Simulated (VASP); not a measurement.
# SiC (Moissanite) (P6_3mc) in VASP: a series of runs, part 2 of 2

VASP 6.6.1. Earlier steps stand in the parts before.

## 3. Single point, BLYP+D3(BJ)

This run uses another cell than the first one, of 10.75 Å³/atom, 1.020 times its volume.

File INCAR:

```
PREC = Accurate
ENCUT = 520
EDIFF = 1E-6
ISMEAR = -1
SIGMA = 0.05
LREAL = F
LASPH = T
NELM = 100
ALGO = Normal
ISIF = 2
LWAVE = F
LCHARG = F
GGA = B5
ALDAX = 1.0
AGGAX = 1.0
AGGAC = 1.0
ALDAC = 0.0
IVDW = 12
VDW_S6 = 1.0
VDW_S8 = 2.6996
VDW_A1 = 0.4298
VDW_A2 = 4.2359
NBANDS = 16
```

File KPOINTS:

```
Automatic mesh
0
Gamma
  10 10 5
```

File POSCAR:

```
SiC
1.0
    3.1164783262      0.0000000000      0.0000000000
   -1.5582391631      2.6989494007      0.0000000000
    0.0000000000      0.0000000000      5.1144286705
Si C
2 2
Direct
    0.6666666667      0.3333333333      0.5000000000
    0.3333333333      0.6666666667      0.0000000000
    0.6666666667      0.3333333333      0.8850000000
    0.3333333333      0.6666666667      0.3850000000
```

Potentials or basis: VASP PAW PBE potentials, release 64 (Si, C).

On the command line:

```sh
$ cat potpaw_PBE.64/Si/POTCAR potpaw_PBE.64/C/POTCAR > POTCAR
$ mpirun -np 1 vasp_std > vasp.out
```

OUTCAR:

```text
PREC = Accurate
   ENCUT = 520
   EDIFF = 1E-6
   ISMEAR = -1
   LREAL = F
   LASPH = T
   NELM = 100
   ISIF = 2
   GGA = B5
   IVDW = 12
 IVDW          = 12

 ion  position               nearest neighbor table
   1  0.667  0.333  0.500-   4 1.89   4 1.89   4 1.89   3 1.97   2 3.13   2 3.13   2 3.13   2 3.13
                             2 3.13   2 3.13
   2  0.333  0.667  0.000-   3 1.89   3 1.89   3 1.89   4 1.97   1 3.13   1 3.13   1 3.13   1 3.13
                             1 3.13   1 3.13
   3  0.667  0.333  0.885-   2 1.89   2 1.89   2 1.89   1 1.97
   4  0.333  0.667  0.385-   1 1.89   1 1.89   1 1.89   2 1.97

  LATTYP: Found a hexagonal cell.
 ALAT       =     3.1164783262
 C/A-ratio  =     1.6410923277

  Lattice vectors:

 A1 = (   3.1164783262,   0.0000000000,   0.0000000000)
 A2 = (  -1.5582391631,   2.6989494007,   0.0000000000)
 A3 = (   0.0000000000,   0.0000000000,   5.1144286705)

Analysis of symmetry for initial positions (statically):
=====================================================================
 Subroutine PRICEL returns:
 Original cell was already a primitive cell.

 Routine SETGRP: Setting up the symmetry group for a
 hexagonal supercell.

[... 176 lines left out ...]
 fundamental gap:      2.7710506877
 Fermi energy:         9.2880449815

 k-point     1 :       0.0000    0.0000    0.0000
  band No.  band energies     occupation
      1      -6.9033      2.00000
      2      -3.6057      2.00000
      3       0.0806      2.00000
      4       6.8551      2.00000
      5       6.8551      2.00000
      6       8.0984      2.00000
[... 433 lines left out ...]
      3       0.3297      2.00000
      4       1.7464      2.00000
      5       3.8391      2.00000
      6       4.6224      2.00000
[... 8 lines left out ...]
     15      19.4759      0.00000
     16      20.7512      0.00000

 [... further k-points ...]

------------------------ aborting loop because EDIFF is reached ----------------------------------------

 Edisp (eV)   -2.47634

 E8    (eV) :    -1.6959

  FORCE on cell =-STRESS in cart. coord.  units (eV):
  Direction    XX          YY          ZZ          XY          YZ          ZX
  --------------------------------------------------------------------------------------
  -------------------------------------------------------------------------------------
  Total      -2.16143    -2.16143    -2.75928     0.00000     0.00000    -0.00000
  in kB     -80.50003   -80.50003  -102.76607     0.00000     0.00000    -0.00000
  external pressure =      -87.92 kB  Pullay stress =        0.00 kB

 VOLUME and BASIS-vectors are now :
 -----------------------------------------------------------------------------
  energy-cutoff  :      520.00
  volume of cell :       43.02
      direct lattice vectors                 reciprocal lattice vectors
     3.116478326  0.000000000  0.000000000     0.320875005  0.185257271  0.000000000
    -1.558239163  2.698949401  0.000000000     0.000000000  0.370514542  0.000000000
     0.000000000  0.000000000  5.114428670     0.000000000  0.000000000  0.195525261

 POSITION                                       TOTAL-FORCE (eV/Angst)
 -----------------------------------------------------------------------------------
      1.55824      0.89965      2.55721        -0.000000     -0.000000      0.707372
     -0.00000      1.79930      0.00000         0.000000      0.000000      0.707372
      1.55824      0.89965      4.52627        -0.000000      0.000000     -0.707372
     -0.00000      1.79930      1.96906         0.000000     -0.000000     -0.707372
 -----------------------------------------------------------------------------------
    total drift:                               -0.000000      0.000000     -0.000139

  FREE ENERGIE OF THE ION-ELECTRON SYSTEM (eV)
  ---------------------------------------------------
  free  energy   TOTEN  =       -29.7552515793 eV

  energy  without entropy=      -29.7552515792  energy(sigma->0) =      -29.75525158
```

stdout:

```text
POSCAR found type information on POSCAR SiC
 POSCAR found :  2 types and       4 ions
 scaLAPACK will be used
 -----------------------------------------------------------------------------
|                                                                             |
|                                                                             |
|     You enforced a specific xc type in the INCAR file but a different       |
|     I HOPE YOU KNOW WHAT YOU ARE DOING!                                     |
|                                                                             |
 -----------------------------------------------------------------------------

 LDA part: xc-table for (Slater(with rela. corr.)+VWN5), standard interpolation
 POSCAR, INCAR and KPOINTS ok, starting setup
 FFT: planning ... GRIDC
 FFT: planning ... GRID_SOFT
 FFT: planning ... GRID
 WAVECAR not read
 entering main loop
```

Run time: 26 s. Hardware: 1 thread of Intel Xeon Platinum 8488C (Sapphire Rapids), shared host; peak memory 0.17 GiB.

Results:

```yaml
Free_energy: -29.7553 eV
Pressure: -8.8 GPa
Largest_force: 0.707 eV/Å
Band_gap_on_the_k_mesh: 2.77 eV, indirect (least direct gap 4.25 eV)
Dispersion_energy_per_atom: -0.619 eV
```

Forces on the atoms (eV/Å):
```
Si   0.000  0.000  0.707
Si   0.000  0.000  0.707
C    0.000  0.000 -0.707
C    0.000  0.000 -0.707
```

Caveat: the PAW data sets were made with another functional, which shifts forces and pressure a little. BLYP gaps usually lie below the measured ones, often by a third to a half.

## 4. Single point, BLYP+D3(BJ)

This run uses another cell than the first one, of 10.96 Å³/atom, 1.039 times its volume.

File INCAR:

```
AGGAC = 1.0
AGGAX = 1.0
ALDAC = 0.0
ALDAX = 1.0
ALGO = Normal
EDIFF = 1E-6
ENCUT = 520
GGA = B5
ISIF = 2
ISMEAR = -1
IVDW = 12
LASPH = T
LCHARG = F
LREAL = F
LWAVE = F
NBANDS = 16
NELM = 60
PREC = Accurate
SIGMA = 0.05
VDW_A1 = 0.4298
VDW_A2 = 4.2359
VDW_S6 = 1.0
VDW_S8 = 2.6996
```

File KPOINTS:

```
k-points
0
Gamma
  10 10 5
```

File POSCAR:

```
SiC
1.0
    3.1363290418      0.0000000000      0.0000000000
   -1.5681645209      2.7161406248      0.0000000000
    0.0000000000      0.0000000000      5.1470055276
Si C
2 2
Direct
    0.6666666667      0.3333333333      0.5000000000
    0.3333333333      0.6666666667      0.0000000000
    0.6666666667      0.3333333333      0.8850000000
    0.3333333333      0.6666666667      0.3850000000
```

On the command line:

```sh
$ cat potpaw_PBE.64/Si/POTCAR potpaw_PBE.64/C/POTCAR > POTCAR
$ mpirun -np 1 vasp_std > vasp.out
```

Run time: 24 s. Hardware: 1 thread of Intel Xeon Platinum 8488C (Sapphire Rapids), shared host; peak memory 0.17 GiB.

The run converged. Its results:

```
Free energy                : -29.7014 eV
Pressure                   : -12.1 GPa
Largest force              : 0.680 eV/Å
Band gap on the k mesh     : 2.73 eV, indirect (least direct gap 4.21 eV)
Dispersion energy per atom : -0.607 eV
```

Forces on the atoms (eV/Å):
```
Si   0.000  0.000  0.680
Si   0.000  0.000  0.680
C    0.000  0.000 -0.680
C    0.000  0.000 -0.680
```

Stress tensor (GPa, compression positive):
```
-11.54   0.00   0.00
  0.00 -11.54   0.00
  0.00   0.00 -13.14
```

Levels at points of the mesh, in eV from the valence-band top:
```
           k point  band 6  band 7  band 8  band 9  band 10  band 11
(0.00, 0.00, 0.00)   -0.29   -0.29    0.00    4.25     5.54     6.27
(0.50, 0.00, 0.00)   -3.38   -2.97   -1.47    2.73     4.34     6.41
```

Caveat: the PAW data sets were made with another functional, which shifts forces and pressure a little. A k mesh can miss the band edges.

## 5. The runs side by side

| level | potentials or basis | cell | gap on the mesh (eV) | pressure (GPa) | largest force (eV/Å) |
| --- | --- | --- | --- | --- | --- |
| LDA | VASP PAW LDA potentials, release 64 (Si, C) | a = 3.096, b = 3.096, c = 5.081 Å, angles 90.0, 90.0, 120.0°, 4 atoms | 2.39 | -7.7 | 0.70 |
| BLYP+D3(BJ) | VASP PAW PBE potentials, release 64 (Si, C) | a = 3.116, b = 3.116, c = 5.114 Å, angles 90.0, 90.0, 120.0°, 4 atoms | 2.77 | -8.8 | 0.71 |
| BLYP+D3(BJ) | VASP PAW PBE potentials, release 64 (Si, C) | a = 3.136, b = 3.136, c = 5.147 Å, angles 90.0, 90.0, 120.0°, 4 atoms | 2.73 | -12.1 | 0.68 |

Alike in all rows: task single point; no spin polarisation; k mesh 10 × 10 × 5; cutoff (eV) 520; smearing fermi-dirac 0.05 eV.

Caveats: the PAW data sets were made with another functional, which shifts forces and pressure a little (some runs).

Absolute energies hang on the potentials; compare differences alone.
